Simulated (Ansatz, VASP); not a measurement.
## Re in VASP and in Ansatz

Contents of INCAR:

```
PREC = Accurate ; ENCUT = 520
EDIFF = 1E-6 ; ISMEAR = 0
SIGMA = 0.1 ; LREAL = False
LASPH = True ; NELM = 100
ALGO = Normal ; ISIF = 2
LWAVE = False ; LCHARG = False
GGA = PS ; NBANDS = 54
```

KPOINTS

```
regular mesh
0
Gamma
  6 6 6
```

File POSCAR:

```
Re
1.0
    3.1754610701      1.8333533036      5.4154381741
   -3.1754610701      1.8333533036      5.4154381741
    0.0000000000     -3.6667066072      5.4154381741
Re
12
Direct
    0.0101900000      0.6536100000      0.0101900000
    0.0101900000      0.0101900000      0.6536100000
    0.6536100000      0.0101900000      0.0101900000
    0.9898100000      0.3463900000      0.9898100000
    0.3463900000      0.9898100000      0.9898100000
    0.9898100000      0.9898100000      0.3463900000
    0.2211800000      0.6306000000      0.2211800000
    0.2211800000      0.2211800000      0.6306000000
    0.6306000000      0.2211800000      0.2211800000
    0.7788200000      0.3694000000      0.7788200000
    0.3694000000      0.7788200000      0.7788200000
    0.7788200000      0.7788200000      0.3694000000
```

Input for Ansatz:

```yaml
crystal:
  lattice:
    - [3.1754610701, 1.8333533036, 5.4154381741]
    - [-3.1754610701, 1.8333533036, 5.4154381741]
    - [0.0, -3.6667066072, 5.4154381741]
  atoms:
    - { symbol: Re, position: [0.01019, 0.65361, 0.01019] }
    - { symbol: Re, position: [0.01019, 0.01019, 0.65361] }
    - { symbol: Re, position: [0.65361, 0.01019, 0.01019] }
    - { symbol: Re, position: [0.98981, 0.34639, 0.98981] }
    - { symbol: Re, position: [0.34639, 0.98981, 0.98981] }
    - { symbol: Re, position: [0.98981, 0.98981, 0.34639] }
    - { symbol: Re, position: [0.22118, 0.6306, 0.22118] }
    - { symbol: Re, position: [0.22118, 0.22118, 0.6306] }
    - { symbol: Re, position: [0.6306, 0.22118, 0.22118] }
    - { symbol: Re, position: [0.77882, 0.3694, 0.77882] }
    - { symbol: Re, position: [0.3694, 0.77882, 0.77882] }
    - { symbol: Re, position: [0.77882, 0.77882, 0.3694] }
basis:
  ecutwfc: 420
kpoints:
  mp_grid: { grid: [6, 6, 6] }
hamiltonian:
  xc: pbesol
scf:
  occupations: { method: gaussian, width: 0.1 }
  lower_state_search: "off"
output:
  forces: true
  stress: true
  eigenvalues: true
```

Alike in both runs: task single point; functional PBEsol; k mesh 6 × 6 × 6; occupations gaussian, width 0.1 eV; no spin polarisation.

|  | VASP | Ansatz |
| --- | --- | --- |
| version | VASP 6.6.1 | Ansatz 0.2.0 |
| potentials or method | VASP PAW PBE potentials, release 64 (Re), cutoff 520 eV | scalar-relativistic, plane waves, PAW |
| valence electrons in the cell | 84 | 180 |

Ansatz gave:

```
gap on the k mesh at the Fermi level (eV) : none
rms of the force components (eV/Å)        : 5.049
```

Which values does VASP return?

gap on the k mesh at the Fermi level (eV): none; rms of the force components (eV/Å): 5.031.

VASP's potentials were made for PBE, not for PBEsol. Atom by atom the forces differ by 0.317 eV/Å (rms over components). A gap of «none» marks a metal or a gap that the smearing closes. VASP's potentials hold 84 valence electrons a cell and Ansatz's 180, so a difference there can come from the potentials and not from the codes.

Spin-orbit coupling is off throughout.
